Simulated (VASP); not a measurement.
# Pd (Fm-3m) in VASP: a series of runs

The runs below take Pd through single point, relaxation of cell and atoms, with PBEsol.

Program: VASP 6.6.1. These are calculated values, not measurements. Logs are shortened: lines on timing, memory, paths and dates and some standing lists are left out, and cuts for length are marked.

## Step 1: The cell of the first run

Symmetry: Fm-3m, No. 225, cubic system. Conventional cell: a = 3.875 Å, b = 3.875 Å, c = 3.875 Å, α = 90.00°, β = 90.00°, γ = 90.00°. Within 3.6 Å of Pd (site symmetry m-3m) lie 12 Pd at 2.74 Å.

## Step 2: Single point, PBEsol

INCAR reads:

```
SYSTEM = Pd
PREC = Accurate
ENCUT = 520
EDIFF = 1E-6
ISMEAR = 0
SIGMA = 0.1
LREAL = .False.
LASPH = .True.
NELM = 80
ALGO = Normal
ISIF = 2
LWAVE = .False.
LCHARG = .False.
GGA = PS
NBANDS = 11
```

KPOINTS reads:

```
regular mesh
0
Gamma
  18 18 18
  0 0 0
```

POSCAR reads:

```
Pd
1.0
    0.0000000000      1.9374878939      1.9374878939
    1.9374878939      0.0000000000      1.9374878939
    1.9374878939      1.9374878939      0.0000000000
Pd
1
Direct
    0.0000000000      0.0000000000      0.0000000000
```

Potentials or basis: VASP PAW PBE potentials, release 64 (Pd).

The run is started by

```sh
cat potpaw_PBE.64/Pd/POTCAR > POTCAR
mpirun -np 1 vasp_std > vasp.out
```

OUTCAR:

```text
SYSTEM = Pd
   PREC = Accurate
   ENCUT = 520
   EDIFF = 1E-6
   ISMEAR = 0
   LREAL = .False.
   LASPH = .True.
   NELM = 80
   ISIF = 2
   GGA = PS

 ion  position               nearest neighbor table
   1  0.000  0.000  0.000-

  LATTYP: Found a face centered cubic cell.
 ALAT       =     3.8749757878

  Lattice vectors:

 A1 = (   0.0000000000,   1.9374878939,   1.9374878939)
 A2 = (   1.9374878939,   0.0000000000,   1.9374878939)
 A3 = (   1.9374878939,   1.9374878939,   0.0000000000)

Analysis of symmetry for initial positions (statically):
=====================================================================
 Subroutine PRICEL returns:
 Original cell was already a primitive cell.

 Routine SETGRP: Setting up the symmetry group for a
 face centered cubic supercell.

 Subroutine GETGRP returns: Found 48 space group operations
[... 9 lines left out ...]

 Routine SETGRP: Setting up the symmetry group for a
 face centered cubic supercell.

 Subroutine GETGRP returns: Found 48 space group operations
[... 11 lines left out ...]
                                     Primitive cell

  volume of cell :      14.5461

  direct lattice vectors                    reciprocal lattice vectors
     0.000000000  1.937487894  1.937487894    -0.258066129  0.258066129  0.258066129
     1.937487894  0.000000000  1.937487894     0.258066129 -0.258066129  0.258066129
     1.937487894  1.937487894  0.000000000     0.258066129  0.258066129 -0.258066129

  length of vectors
     2.740021656  2.740021656  2.740021656     0.446983646  0.446983646  0.446983646

  position of ions in fractional coordinates (direct lattice)
     0.000000000  0.000000000  0.000000000

  ion indices of the primitive-cell ions
   primitive index   ion index
                 1           1

----------------------------------------------------------------------------------------

 KPOINTS: regular mesh

Automatic generation of k-mesh.
 Grid dimensions read from file:
 generate k-points for:   18   18   18

 Generating k-lattice:

  Cartesian coordinates                     Fractional coordinates (reciprocal lattice)
    -0.014337007  0.014337007  0.014337007     0.055555556  0.000000000  0.000000000
     0.014337007 -0.014337007  0.014337007     0.000000000  0.055555556  0.000000000
     0.014337007  0.014337007 -0.014337007     0.000000000  0.000000000  0.055555556

  Length of vectors
     0.024832425  0.024832425  0.024832425

[... 50 lines left out ...]
   LASPH  =      T    aspherical Exc in radial PAW
   ENCUT  =  520.0 eV  38.22 Ry    6.18 a.u.   5.09  5.09  5.09*2*pi/ulx,y,z
   NELM   =     80;   NELMIN=  2; NELMDL= -5     # of ELM steps
   EDIFF  = 0.1E-05   stopping-criterion for ELM
   LREAL  =      F    real-space projection
   EDIFFG = 0.1E-04   stopping-criterion for IOM
   NSW    =      0    number of steps for IOM
   IBRION =     -1    ionic relax: 0-MD 1-quasi-New 2-CG
   NFREE  =      0    steps in history (QN), initial steepest desc. (CG)
   ISIF   =      2    stress and relaxation
   ISYM   =      2    0-nonsym 1-usesym 2-fastsym
   POTIM  = 0.5000    time-step for ionic-motion
   TEBEG  =    0.0;   TEEND  =   0.0 temperature during run
   PSTRESS=    0.0 pullay stress
   NELECT =      10.0000    total number of electrons
   NUPDOWN=      -1.0000    fix difference up-down
   EMIN   =  10.00;   EMAX   =-10.00  energy-range for DOS
   EFERMI =   0.00;   METHOD = LEGACY
   ISMEAR =     0;   SIGMA  =   0.10  broadening in eV -4-tet -1-fermi 0-gaus
   EFERMI_NEDOS =   21; number of points for ismear=-14 and -15
   IALGO  =     38    algorithm
   IMIX   =      4    mixing-type and parameters
     AMIX     =   0.40;   BMIX     =  1.00
     AMIX_MAG =   1.60;   BMIX_MAG =  1.00
  volume/ion in A,a.u.               =      14.55        98.16
  Fermi-wavevector in a.u.,A,eV,Ry     =   1.444860  2.730390 28.403809  2.087621
  Thomas-Fermi vector in A             =   2.563107
   LORBIT       =      0    0 simple, 1 ext, 2 COOP (PROOUT), +10 PAW based schemes
   GGA     = PS    functional components
   LHFCALC =     F    Hartree Fock is set to
   AEXX    =    0.0000 exact exchange contribution
   IVDW    =     0    specifies the selected vdW correction
   LEPSILON=     F    determine dielectric tensor
   LRPA    =     F    only Hartree local field effects (RPA)
 non-spin polarized calculation
 Gauss-broadening in eV      SIGMA  =   0.10
  energy-cutoff  :      520.00
  volume of cell :       14.55
 maximum number of plane-waves:       403
   NGX = 11   NGY = 11   NGZ = 11

 number of electron      10.0000002 magnetization

 Free energy of the ion-electron system (eV)
  ---------------------------------------------------
  ext. energy  EPLUGINS =         0.00000000
  ---------------------------------------------------
  free energy    TOTEN  =        -5.96953217 eV

  energy without entropy =       -5.95803037  energy(sigma->0) =       -5.96378127

 E-fermi :   9.8606     XC(G=0): -13.4670

 val. band max:        9.8593600298   @ k =  -0.4444   0.3889   0.1111
 cond. band min:       9.8612049297   @ k =   0.5000   0.1111   0.0000
 fundamental gap:      0.0018448998
 Fermi energy:         9.8605901769

 k-point     1 :       0.0000    0.0000    0.0000
  band No.  band energies     occupation
      1       2.5085      2.00000
      2       6.9387      2.00000
      3       6.9387      2.00000
      4       6.9387      2.00000
      5       8.6093      2.00000
      6       8.6093      2.00000
      7      26.9900      0.00000
      8      31.8404      0.00000
      9      31.8404      0.00000
     10      31.8404      0.00000
     11      35.9048      0.00000
[... 309 lines left out ...]
 k-point    24 :      -0.2222    0.0556    0.0000
  band No.  band energies     occupation
      1       4.2477      2.00000
      2       6.6964      2.00000
      3       7.2726      2.00000
      4       7.3094      2.00000
      5       8.4803      2.00000
      6       9.0203      2.00000
      7      24.8354      0.00000
      8      28.0893      0.00000
      9      32.1534      0.00000
     10      34.4932      0.00000
     11      34.9238      0.00000

 [... further k-points ...]
[... 5 lines left out ...]
  --------------------------------------------------------------------------------------
  -------------------------------------------------------------------------------------
  Total       -0.0302527     -0.0302527     -0.0302527      0.0000000      0.0000000      0.0000000
  in kB       -3.3321743     -3.3321743     -3.3321743      0.0000000      0.0000000      0.0000000
  external PRESSURE =      -3.3321743 kB  Pullay stress =       0.0000000 kB

 VOLUME and BASIS-vectors are now :
 -----------------------------------------------------------------------------
  energy-cutoff  :      520.00
  volume of cell :       14.55
      direct lattice vectors                 reciprocal lattice vectors
     0.000000000  1.937487894  1.937487894    -0.258066129  0.258066129  0.258066129
     1.937487894  0.000000000  1.937487894     0.258066129 -0.258066129  0.258066129
     1.937487894  1.937487894  0.000000000     0.258066129  0.258066129 -0.258066129

 POSITION                                       TOTAL-FORCE (eV/Angst)
 -----------------------------------------------------------------------------------
      0.00000      0.00000      0.00000         0.000000      0.000000      0.000000
 -----------------------------------------------------------------------------------
    total drift:                               -0.000000     -0.000000     -0.000000

  FREE ENERGIE OF THE ION-ELECTRON SYSTEM (eV)
  ---------------------------------------------------
  free  energy   TOTEN  =        -5.9695321716 eV

  energy  without entropy=       -5.9580303692  energy(sigma->0) =       -5.96378127
```

OSZICAR:

```text
N       E                     dE             d eps       ncg     rms          rms(c)
DAV:   1     0.414992424943E+02    0.41499E+02   -0.51964E+03  4314   0.858E+02
DAV:   2    -0.580244838930E+01   -0.47302E+02   -0.45785E+02  4820   0.184E+02
DAV:   3    -0.635471771050E+01   -0.55227E+00   -0.55028E+00  5196   0.211E+01
DAV:   4    -0.635703116541E+01   -0.23135E-02   -0.23132E-02  5150   0.142E+00
DAV:   5    -0.635705624635E+01   -0.25081E-04   -0.25079E-04  5608   0.133E-01    0.866E+00
DAV:   6    -0.598610683786E+01    0.37095E+00   -0.15182E+00  5286   0.100E+01    0.386E+00
DAV:   7    -0.597434796222E+01    0.11759E-01   -0.40096E-02  5666   0.125E+00    0.200E+00
DAV:   8    -0.596958175500E+01    0.47662E-02   -0.20208E-03  5342   0.443E-01    0.120E-01
DAV:   9    -0.596952809674E+01    0.53658E-04   -0.25116E-04  5705   0.135E-01    0.164E-02
DAV:  10    -0.596953291181E+01   -0.48151E-05   -0.39712E-06  5331   0.181E-02    0.115E-02
DAV:  11    -0.596953217164E+01    0.74016E-06   -0.61819E-08  3656   0.257E-03
   1 F= -.59695322E+01 E0= -.59637813E+01  d E =-.115018E-01
```

stdout:

```text
POSCAR found type information on POSCAR Pd
 POSCAR found :  1 types and       1 ions
 scaLAPACK will be used
 -----------------------------------------------------------------------------
|                                                                             |
|                                                                             |
|     You enforced a specific xc type in the INCAR file but a different       |
|     I HOPE YOU KNOW WHAT YOU ARE DOING!                                     |
|                                                                             |
 -----------------------------------------------------------------------------

 LDA part: xc-table for (Slater+PW92), standard interpolation
 POSCAR, INCAR and KPOINTS ok, starting setup
 FFT: planning ... GRIDC
 FFT: planning ... GRID_SOFT
 FFT: planning ... GRID
 WAVECAR not read
 entering main loop
```

Wall time 57 s (1 thread of AMD EPYC 7R13, shared host); peak memory 0.12 GiB.

Results:

```yaml
Free_energy: -5.9695 eV
Pressure: -0.3 GPa
Band_gap_on_the_k_mesh: zero (band 5 reaches 10.16 eV, above the bottom of band 6 at 8.54 eV)
```

Caveat: the PAW data sets were made with another functional, which shifts forces and pressure a little.

## Step 3: Relaxation of cell and atoms, PBEsol

This run uses another cell than the first one, of 14.75 Å³/atom, 1.014 times its volume.

INCAR reads:

```
SYSTEM = Pd
ALGO     = Fast           ! electronic algorithm
EDIFF    = 1E-7           ! SCF threshold, eV
EDIFFG   = -0.005         ! ionic threshold
ENCUT    = 600            ! plane-wave cutoff, eV
GGA      = PS             ! functional
IBRION   = 2              ! ionic algorithm
ISIF     = 3              ! what is computed and relaxed
ISMEAR   = 0              ! smearing method
LASPH    = .TRUE.         ! aspherical terms in the spheres
LCHARG   = .FALSE.        ! write CHGCAR
LREAL    = .FALSE.        ! projectors in reciprocal space
LWAVE    = .FALSE.        ! write WAVECAR
NELM     = 60             ! most SCF steps
NSW      = 100            ! ionic steps
PREC     = Accurate       ! precision mode
SIGMA    = 0.1            ! smearing width, eV
```

KPOINTS reads:

```
k-points
0
G
  18 18 18
  0 0 0
```

POSCAR reads:

```
Pd
1.0
    0.0000000000      1.9465000000      1.9465000000
    1.9465000000      0.0000000000      1.9465000000
    1.9465000000      1.9465000000      0.0000000000
Pd
1
Direct
    0.0000000000      0.0000000000      0.0000000000
```

Potentials or basis: VASP PAW PBE potentials, release 64 (Pd).

The run is started by

```sh
cat potpaw_PBE.64/Pd/POTCAR > POTCAR
mpirun -np 1 vasp_std > vasp.out
```

OUTCAR:

```text
SYSTEM = Pd
   EDIFF = 1E-7
   EDIFFG = -0.005
   ENCUT = 600
   GGA = PS
   IBRION = 2
   ISIF = 3
   ISMEAR = 0
   LASPH = .TRUE.
   LREAL = .FALSE.
   NELM = 60
   NSW = 100
   PREC = Accurate

 ion  position               nearest neighbor table
   1  0.000  0.000  0.000-

  LATTYP: Found a face centered cubic cell.
 ALAT       =     3.8930000000

  Lattice vectors:

 A1 = (   0.0000000000,   1.9465000000,   1.9465000000)
 A2 = (   1.9465000000,   0.0000000000,   1.9465000000)
 A3 = (   1.9465000000,   1.9465000000,   0.0000000000)

Analysis of symmetry for initial positions (statically):
=====================================================================
 Subroutine PRICEL returns:
 Original cell was already a primitive cell.

 Routine SETGRP: Setting up the symmetry group for a
 face centered cubic supercell.

[... 214 lines left out ...]
  band No.  band energies     occupation
      1       2.7731      2.00000
      2       7.2923      2.00000
      3       7.2923      2.00000
      4       7.2923      2.00000
      5       9.0406      2.00000
      6       9.0406      2.00000
      7      27.4811      0.00000
      8      32.4926      0.00000
      9      32.4926      0.00000
[... 310 lines left out ...]
--------------------------------------- Ionic step        3  -------------------------------------------

 number of electron      10.0000000 magnetization

 Free energy of the ion-electron system (eV)
  ---------------------------------------------------
  ext. energy  EPLUGINS =         0.00000000
  ---------------------------------------------------
  free energy    TOTEN  =        -5.97006478 eV

  energy without entropy =       -5.95859095  energy(sigma->0) =       -5.96432786

 E-fermi :   9.8895     XC(G=0): -13.4773

 val. band max:        9.8883602101   @ k =  -0.4444   0.3889   0.1111
 cond. band min:       9.8902939049   @ k =   0.5000   0.1111   0.0000
 fundamental gap:      0.0019336948
 Fermi energy:         9.8895464702

 k-point     1 :       0.0000    0.0000    0.0000
  band No.  band energies     occupation
      1       2.5243      2.00000
      2       6.9594      2.00000
      3       6.9594      2.00000
      4       6.9594      2.00000
      5       8.6347      2.00000
      6       8.6347      2.00000
      7      27.0196      0.00000
      8      31.8797      0.00000
      9      31.8797      0.00000
[... 304 lines left out ...]
  FREE ENERGIE OF THE ION-ELECTRON SYSTEM (eV)
  ---------------------------------------------------
  free  energy   TOTEN  =        -5.9700647794 eV

  energy  without entropy=       -5.9585909495  energy(sigma->0) =       -5.96432786

 reached required accuracy - stopping structural energy minimisation
```

Run time: 3.9 min. Hardware: 1 thread of AMD EPYC 7R13, shared host; peak memory 0.14 GiB.

What came out:

```yaml
Free_energy: -5.9701 eV
Relaxed_volume: 14.52 Å³/atom
Relaxed_cell: a = 2.738 Å, b = 2.738 Å, c = 2.738 Å, α = 60.00°, β = 60.00°, γ = 60.00°
Space_group_after_relaxing_to_0.05_Å: Fm-3m (No. 225)
Energy_gained_by_relaxing: 2.3 meV/atom
Ionic_steps: 3
Pressure_after_relaxing: 0.0 GPa
Band_gap_on_the_k_mesh: zero (band 5 reaches 10.19 eV, above the bottom of band 6 at 8.57 eV)
```

The path:
```tsv
step	energy change (eV)	largest force (eV/Å)	pressure (GPa)	volume (Å³)
1	0.0000	0.0000	-3.11	14.75
2	0.0042	0.0000	5.75	14.15
3	-0.0023	0.0000	-0.02	14.52
```

Final structure:
```xyz
1
Lattice="0.0000 1.9364 1.9364 1.9364 0.0000 1.9364 1.9364 1.9364 0.0000" Properties=species:S:1:pos:R:3 pbc="T T T"
Pd    0.0000    0.0000    0.0000
```

Caveat: the PAW data sets were made with another functional, which shifts forces and pressure a little.

## Step 4: Single point, PBEsol

INCAR reads:

```
PREC = Accurate ; ENCUT = 500
EDIFF = 1E-6 ; ISMEAR = 0
SIGMA = 0.1 ; LREAL = False
LASPH = True ; NELM = 120
ALGO = Normal ; ISIF = 2
LWAVE = False ; LCHARG = True
GGA = PS ; LELF = True
LVHAR = True ; NBANDS = 11
GGA_COMPAT = False
```

KPOINTS reads:

```
regular mesh
0
Gamma
  15 15 15
```

POSCAR reads:

```
Pd
1.0
    2.7400216570      0.0000000000      0.0000000000
   -1.3700108285      2.3729283619      0.0000000000
    1.3700108285      0.7909761206      2.2372183146
Pd
1
Direct
    0.0000000000      0.0000000000      0.0000000000
```

The run is started by

```sh
cat potpaw_PBE.64/Pd/POTCAR > POTCAR
mpirun -np 1 vasp_std > vasp.out
```

Run time: 12 s. Hardware: 1 thread of Intel Xeon Platinum 8488C (Sapphire Rapids), shared host; peak memory 0.13 GiB.

The run converged. Its results:

```
Free energy            : -5.9718 eV
Pressure               : -0.4 GPa
Band gap on the k mesh : zero (band 5 reaches 10.12 eV, above the bottom of band 6 at 8.53 eV)
```

Levels at points of the mesh, in eV from the Fermi level:
| k point | band 2 | band 3 | band 4 | band 5 | band 6 | band 7 | band 8 | band 9 |
| --- | --- | --- | --- | --- | --- | --- | --- | --- |
| (0.00, 0.00, 0.00) | -2.91 | -2.91 | -2.91 | -1.24 | -1.24 | 17.14 | 21.99 | 21.99 |

Caveat: the PAW data sets were made with another functional, which shifts forces and pressure a little.

## Step 5: Summary

```csv
task,cell,k mesh,cutoff (eV),gap on the mesh (eV),pressure (GPa)
single point,"a = 2.740 Å, angles 60.0°, 1 atom",18 × 18 × 18,520,none,-0.3
relaxation of cell and atoms,"relaxed from a = 2.753 Å, angles 60.0°, 1 atom",18 × 18 × 18,600,none,0.0
single point,"a = 2.740 Å, angles 90.0, 60.0, 120.0°, 1 atom",15 × 15 × 15,500,none,-0.4
```

Alike in all rows: level PBEsol; potentials or basis VASP PAW PBE potentials, release 64 (Pd); no spin polarisation; smearing gaussian 0.1 eV.

Caveats: the PAW data sets were made with another functional, which shifts forces and pressure a little.

Total energies depend on the potentials used, so only differences within one code and one set of settings carry meaning.
